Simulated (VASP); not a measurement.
# AlCl in VASP: single point with revPBE

Aim: the single point of AlCl with revPBE.

Everything below comes from runs of VASP 6.6.1. Logs are shortened: lines on timing, memory, paths and dates and some standing lists are left out, and cuts for length are marked.

**1. The cell of the first run**

The cell holds a molecule in a box, 2 atoms: a = 9.000 Å, b = 9.000 Å, c = 12.000 Å, α = 90.00°, β = 90.00°, γ = 90.00°.

**2. Single point, revPBE (last atom moved by 0.04 Å along z)**

File INCAR:

```
ALGO     = Normal         # electronic algorithm
EDIFF    = 1E-6           # SCF threshold, eV
EFERMI   = MIDGAP       
ENCUT    = 590            # plane-wave cutoff, eV
GGA      = RE             # functional
GGA_COMPAT= False        
ISIF     = 0              # what is computed and relaxed
ISMEAR   = 0              # smearing method
LASPH    = True           # aspherical terms in the spheres
LCHARG   = False          # write CHGCAR
LREAL    = False          # projectors in reciprocal space
LWAVE    = False          # write WAVECAR
NBANDS   = 25             # bands
NELM     = 120            # most SCF steps
NELMDL   = -8           
PREC     = Accurate       # precision mode
SIGMA    = 0.03           # smearing width, eV
```

File KPOINTS:

```
k-points
0
Gamma
  1 1 1
```

File POSCAR:

```
AlCl
1.0
    9.0000000000      0.0000000000      0.0000000000
    0.0000000000      9.0000000000      0.0000000000
    0.0000000000      0.0000000000     12.0000000000
Al Cl
1 1
Direct
    0.5014444400      0.5023333300      0.4140786200
    0.5014444400      0.5023333300      0.5949213700
```

Potentials or basis: VASP PAW PBE potentials, release 64 (Al, Cl).

Command:

```sh
cat potpaw_PBE.64/Al/POTCAR potpaw_PBE.64/Cl/POTCAR > POTCAR
mpirun -np 1 vasp_gam > vasp.out
```

OUTCAR:

```text
EDIFF = 1E-6
   EFERMI = MIDGAP
   ENCUT = 590
   GGA = RE
   ISIF = 0
   ISMEAR = 0
   LASPH = True
   LREAL = False
   NELM = 120
   NELMDL = -8
   PREC = Accurate

 ion  position               nearest neighbor table
   1  0.501  0.502  0.414-   2 2.17
   2  0.501  0.502  0.595-   1 2.17

  LATTYP: Found a simple tetragonal cell.
 ALAT       =     9.0000000000
 C/A-ratio  =     1.3333333333

  Lattice vectors:

 A1 = (   9.0000000000,   0.0000000000,   0.0000000000)
 A2 = (   0.0000000000,   9.0000000000,   0.0000000000)
 A3 = (   0.0000000000,   0.0000000000,  12.0000000000)

Analysis of symmetry for initial positions (statically):
=====================================================================
 Subroutine PRICEL returns:
 Original cell was already a primitive cell.

 Routine SETGRP: Setting up the symmetry group for a
 simple tetragonal supercell.

 Subroutine GETGRP returns: Found  8 space group operations
 (whereof  1 operations were pure point group operations)
 out of a pool of 16 trial point group operations.

The static configuration has the point symmetry C_1 .
 The point group associated with its full space group is C_4v.

Analysis of symmetry for dynamics (positions and initial velocities):
=====================================================================
 Subroutine PRICEL returns:
 Original cell was already a primitive cell.

 Routine SETGRP: Setting up the symmetry group for a
 simple tetragonal supercell.

 Subroutine GETGRP returns: Found  8 space group operations
 (whereof  1 operations were pure point group operations)
 out of a pool of 16 trial point group operations.

The dynamic configuration has the point symmetry C_1 .
 The point group associated with its full space group is C_4v.

 Subroutine INISYM returns: Found  8 space group operations
 (whereof  1 operations are pure point group operations),
 and found     1 'primitive' translations

----------------------------------------------------------------------------------------

                                     Primitive cell

  volume of cell :     972.0000

  direct lattice vectors                    reciprocal lattice vectors
     9.000000000  0.000000000  0.000000000     0.111111111  0.000000000  0.000000000
     0.000000000  9.000000000  0.000000000     0.000000000  0.111111111  0.000000000
     0.000000000  0.000000000 12.000000000     0.000000000  0.000000000  0.083333333

  length of vectors
     9.000000000  9.000000000 12.000000000     0.111111111  0.111111111  0.083333333

  position of ions in fractional coordinates (direct lattice)
     0.501444440  0.502333330  0.414078620
     0.501444440  0.502333330  0.594921370

  ion indices of the primitive-cell ions
   primitive index   ion index
                 1           1
                 2           2

----------------------------------------------------------------------------------------

 KPOINTS: k-points

Automatic generation of k-mesh.
 Grid dimensions read from file:
 generate k-points for:    1    1    1

 Generating k-lattice:

  Cartesian coordinates                     Fractional coordinates (reciprocal lattice)
     0.111111111  0.000000000  0.000000000     1.000000000  0.000000000  0.000000000
     0.000000000  0.111111111  0.000000000     0.000000000  1.000000000  0.000000000
     0.000000000  0.000000000  0.083333333     0.000000000  0.000000000  1.000000000

  Length of vectors
     0.111111111  0.111111111  0.083333333

  Shift w.r.t. Gamma in fractional coordinates (k-lattice)
     0.000000000  0.000000000  0.000000000

 Subroutine IBZKPT returns following result:
 ===========================================

 Found      1 irreducible k-points:

 Following reciprocal coordinates:
            Coordinates               Weight
  0.000000  0.000000  0.000000      1.000000
   k-points           NKPTS =      1   k-points in BZ     NKDIM =      1   number of bands    NBANDS=     25
   number of dos      NEDOS =    301   number of ions     NIONS =      2
   total plane-waves  NPLWV = 497664
   dimension x,y,z NGX =    72 NGY =   72 NGZ =   96
   dimension x,y,z NGXF=   144 NGYF=  144 NGZF=  192
   ions per type =               1   1
   NGX,Y,Z   is equivalent  to a cutoff of  13.30, 13.30, 13.30 a.u.
   NGXF,Y,Z  is equivalent  to a cutoff of  26.60, 26.60, 26.60 a.u.
 SYSTEM =  unknown system
   PREC   = accura    normal or accurate (medium, high low for compatibility)
   ISTART =      0    job   : 0-new  1-cont  2-samecut
   ICHARG =      2    charge: 1-file 2-atom 10-const
   ISPIN  =      1    spin polarized calculation?
   LNONCOLLINEAR =      F non collinear calculations
   LSORBIT =      F    spin-orbit coupling
   LASPH  =      T    aspherical Exc in radial PAW
   ENCUT  =  590.0 eV  43.36 Ry    6.59 a.u.  17.82 17.82 23.77*2*pi/ulx,y,z
   NELM   =    120;   NELMIN=  2; NELMDL= -8     # of ELM steps
   EDIFF  = 0.1E-05   stopping-criterion for ELM
   LREAL  =      F    real-space projection
   EDIFFG = 0.1E-04   stopping-criterion for IOM
   NSW    =      0    number of steps for IOM
   IBRION =     -1    ionic relax: 0-MD 1-quasi-New 2-CG
   NFREE  =      0    steps in history (QN), initial steepest desc. (CG)
   ISIF   =      0    stress and relaxation
   ISYM   =      2    0-nonsym 1-usesym 2-fastsym
   POTIM  = 0.5000    time-step for ionic-motion
   TEBEG  =    0.0;   TEEND  =   0.0 temperature during run

   SCALEE = 1.0000    scale energy and forces
   PSTRESS=    0.0 pullay stress
   NELECT =      10.0000    total number of electrons
   NUPDOWN=      -1.0000    fix difference up-down
   EMIN   =  10.00;   EMAX   =-10.00  energy-range for DOS
   EFERMI =   0.00;   METHOD = MIDGAP
   ISMEAR =     0;   SIGMA  =   0.03  broadening in eV -4-tet -1-fermi 0-gaus
   EFERMI_NEDOS =   21; number of points for ismear=-14 and -15
   IALGO  =     38    algorithm
   IMIX   =      4    mixing-type and parameters
     AMIX     =   0.40;   BMIX     =  1.00
     AMIX_MAG =   1.60;   BMIX_MAG =  1.00
  volume/ion in A,a.u.               =     486.00      3279.69
  Fermi-wavevector in a.u.,A,eV,Ry     =   0.356057  0.672850  1.724899  0.126777
  Thomas-Fermi vector in A             =   1.272371
   LORBIT       =      0    0 simple, 1 ext, 2 COOP (PROOUT), +10 PAW based schemes
   GGA     = RE    functional components
   LHFCALC =     F    Hartree Fock is set to
   AEXX    =    0.0000 exact exchange contribution
   IVDW    =     0    specifies the selected vdW correction
   LEPSILON=     F    determine dielectric tensor
   LRPA    =     F    only Hartree local field effects (RPA)

   CSHIFT  =0.1000    complex shift for real part using Kramers Kronig

   OMEGAMAX=  -1.0    maximum frequency
 non-spin polarized calculation
 Gauss-broadening in eV      SIGMA  =   0.03
  energy-cutoff  :      590.00
  volume of cell :      972.00
 maximum number of plane-waves:     15834
 NGX is ok and might be reduce to    70
   NGX = 35   NGY = 35   NGZ = 47

 number of electron      10.0000000 magnetization

 Free energy of the ion-electron system (eV)
  ---------------------------------------------------
  ext. energy  EPLUGINS =         0.00000000
  ---------------------------------------------------
  free energy    TOTEN  =        -5.78002439 eV

  energy without entropy =       -5.78002439  energy(sigma->0) =       -5.78002439

 E-fermi :  -3.8370     XC(G=0):  -1.2804

 val. band max:       -5.7008047455   @ k =   0.0000   0.0000   0.0000
 cond. band min:      -1.9732187906   @ k =   0.0000   0.0000   0.0000
 fundamental gap:      3.7275859549
 Fermi energy:        -3.8370117680

 k-point     1 :       0.0000    0.0000    0.0000
  band No.  band energies     occupation
      1     -19.4739      2.00000
      2      -9.4182      2.00000
      3      -7.3845      2.00000
      4      -7.3845      2.00000
      5      -5.7008      2.00000
      6      -1.9732      0.00000
[... 9 lines left out ...]
     16       2.0419      0.00000
     17       2.2228      0.00000
 [bands above 17 left out]

------------------------ aborting loop because EDIFF is reached ----------------------------------------

 VOLUME and BASIS-vectors are now :
 -----------------------------------------------------------------------------
  energy-cutoff  :      590.00
  volume of cell :      972.00
      direct lattice vectors                 reciprocal lattice vectors
     9.000000000  0.000000000  0.000000000     0.111111111  0.000000000  0.000000000
     0.000000000  9.000000000  0.000000000     0.000000000  0.111111111  0.000000000
     0.000000000  0.000000000 12.000000000     0.000000000  0.000000000  0.083333333

 POSITION                                       TOTAL-FORCE (eV/Angst)
 -----------------------------------------------------------------------------------
      4.51300      4.52100      4.96894         0.000000     -0.000000      0.044697
      4.51300      4.52100      7.13906         0.000000      0.000000     -0.044697
 -----------------------------------------------------------------------------------
    total drift:                               -0.000005     -0.000005      0.000066

  FREE ENERGIE OF THE ION-ELECTRON SYSTEM (eV)
  ---------------------------------------------------
  free  energy   TOTEN  =        -5.7800243854 eV

  energy  without entropy=       -5.7800243854  energy(sigma->0) =       -5.78002439
```

Run time: 97 s. Hardware: 1 thread of Intel Xeon Platinum 8259CL at 2.50GHz (Skylake/Cascade Lake), shared host; peak memory 0.83 GiB.

Results:

| Quantity | Value |
| --- | --- |
| Free energy | -5.7800 eV |
| Largest force | 0.045 eV/Å |
| Gap between the frontier levels | 3.73 eV |

Forces on the atoms (eV/Å):
```
Al   0.000  0.000  0.045
Cl   0.000  0.000 -0.045
```

Levels at points of the mesh, in eV from the valence-band top:
```csv
k point,band 3,band 4,band 5,band 6,band 7,band 8
"(0.00, 0.00, 0.00)",-1.68,-1.68,0.00,3.73,3.73,5.35
```

Caveat: the cell differs from its parent crystal (last atom moved by 0.04 Å along z); the PAW data sets were made with another functional, which shifts forces and pressure a little.
